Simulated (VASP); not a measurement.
Write the native input for VASP 6.6.1 that does the following.

* Task: single point
* Functional: PBE
* Dispersion: D3(BJ)
* Potentials or basis: VASP PAW PBE potentials, release 64 (Ti_sv)
* Cutoff: 520 eV
* k mesh: 3 × 2 × 1
* Occupations: gaussian, width 0.1 eV
* Spin: no spin polarisation
* Dipole correction: yes
* Further INCAR settings: LREAL = Auto; ALGO = Normal; EDIFF = 1e-07; NBANDS = 162

The structure of Ti lies in POSCAR:

```
Ti
1.0
    5.7729299510      0.0000000000      0.0000000000
    0.0000000000      9.1481646307      0.0000000000
    0.0000000000      0.0000000000     23.8327546571
Ti
24
Direct
    0.5000000000      0.3750000000      0.3356724859
    0.5000000000      0.8750000000      0.3356724859
    0.0000000000      0.3750000000      0.3356724859
    0.0000000000      0.8750000000      0.3356724859
    0.7500000000      0.1250000000      0.3706349011
    0.7500000000      0.6250000000      0.3706349011
    0.2500000000      0.1250000000      0.3706349011
    0.2500000000      0.6250000000      0.3706349011
    0.7500000000      0.3750000000      0.4405597316
    0.7500000000      0.8750000000      0.4405597316
    0.2500000000      0.3750000000      0.4405597316
    0.2500000000      0.8750000000      0.4405597316
   -0.0035457965      0.1250494130      0.4741911385
    0.0002360535      0.6249990641      0.4777996747
    0.5035136731      0.1249546157      0.4742054824
    0.4996521303      0.6249611242      0.4777653276
   -0.0032542607      0.3728082586      0.5431329291
   -0.0030300825      0.8770971626      0.5431093210
    0.5033677527      0.3727958702      0.5431299140
    0.5033733710      0.8771304916      0.5431323487
    0.2493963546      0.1249161967      0.5754835660
    0.2501031218      0.6246773049      0.5773637208
    0.7500339329      0.1246119326      0.5815199865
    0.7499380796      0.6249118436      0.5789437000
```

These files were run (other wordings do the same):

INCAR

```
SYSTEM = Ti
PREC     = Accurate       ! precision mode
ENCUT    = 520            ! plane-wave cutoff, eV
EDIFF    = 1E-7           ! SCF threshold, eV
ISMEAR   = 0              ! smearing method
SIGMA    = 0.1            ! smearing width, eV
LREAL    = Auto         
LASPH    = .True.         ! aspherical terms in the spheres
NELM     = 80             ! most SCF steps
ALGO     = Normal         ! electronic algorithm
ISIF     = 2              ! what is computed and relaxed
LWAVE    = .False.        ! write WAVECAR
LCHARG   = .True.         ! write CHGCAR
LDIPOL   = .True.       
IDIPOL   = 3            
DIPOL    = 0.5 0.5 0.457
GGA      = PE             ! functional
IVDW     = 12             ! dispersion correction
LELF     = .True.         ! ELF
LVHAR    = .True.       
LVACPOTAV= .True.       
NBANDS   = 162            ! bands
```

KPOINTS

```
Automatic mesh
0
Gamma
  3 2 1
  0 0 0
```

Potentials or basis: VASP PAW PBE potentials, release 64 (Ti_sv).

Launch:

```console
$ cat potpaw_PBE.64/Ti_sv/POTCAR > POTCAR
$ mpirun -np 1 vasp_std > vasp.out
```

It gave:

```
Largest force              : 0.504 eV/Å
Band gap on the k mesh     : zero (bands 144 and 145 overlap by 0.24 eV)
Dispersion energy per atom : -0.434 eV
```

Caveat: the k points lie up to 0.36 Å⁻¹ apart.

Wall time 65 min on 1 thread of Intel(R) Xeon(R) 6975P-C (Granite Rapids), with other jobs on the host, peak memory 1.4 GiB.
